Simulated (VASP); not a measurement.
Wanted: the native input for a VASP 6.6.1 run.

| Property | Result |
| --- | --- |
| Task | single point |
| Functional | PBEsol |
| Potentials or basis | VASP PAW PBE potentials, release 64 (Li_sv) |
| Cutoff | 520 eV |
| k mesh | 18 × 18 × 10 |
| Occupations | gaussian, width 0.15 eV |
| Spin | no spin polarisation |
| Dipole correction | no |
| Further INCAR settings | ALGO = Normal; EDIFF = 1e-06; NBANDS = 10 |

The structure of Li lies in POSCAR:

```
Li
1.0
    3.2841829056      0.0000000000      0.0000000000
   -1.6420914528      2.8441858269      0.0000000000
    0.0000000000      0.0000000000      4.5700360574
Li
2
Direct
    0.3333333333      0.6666666667      0.2500000000
    0.6666666667      0.3333333333      0.7500000000
```

This cell differs from its parent crystal: ratio of the length along z to the lengths across it x 0.85, volume and fractional coordinates fixed.

These files were run (other wordings do the same):

INCAR

```
ALGO     = Normal         # electronic algorithm
EDIFF    = 1E-6           # SCF threshold, eV
ENCUT    = 520            # plane-wave cutoff, eV
GGA      = PS             # functional
ISIF     = 2              # what is computed and relaxed
ISMEAR   = 0              # smearing method
LASPH    = True           # aspherical terms in the spheres
LCHARG   = True           # write CHGCAR
LELF     = True           # ELF
LREAL    = False          # projectors in reciprocal space
LVHAR    = True         
LWAVE    = False          # write WAVECAR
NBANDS   = 10             # bands
NELM     = 80             # most SCF steps
PREC     = Accurate       # precision mode
SIGMA    = 0.15           # smearing width, eV
```

KPOINTS

```
k-points
0
Gamma
  18 18 10
```

Potentials or basis: VASP PAW PBE potentials, release 64 (Li_sv).

Command:

```sh
$ cat potpaw_PBE.64/Li_sv/POTCAR > POTCAR
$ mpirun -np 1 vasp_std > vasp.out
```

Results of the run:

```yaml
Band_gap_on_the_k_mesh: zero (band 3 reaches 2.19 eV, above the bottom of band 4 at -1.64 eV)
```

It took 42 s on 1 thread of AMD EPYC 7R13 Processor (Zen 3), on a shared host, peak memory 0.17 GiB.
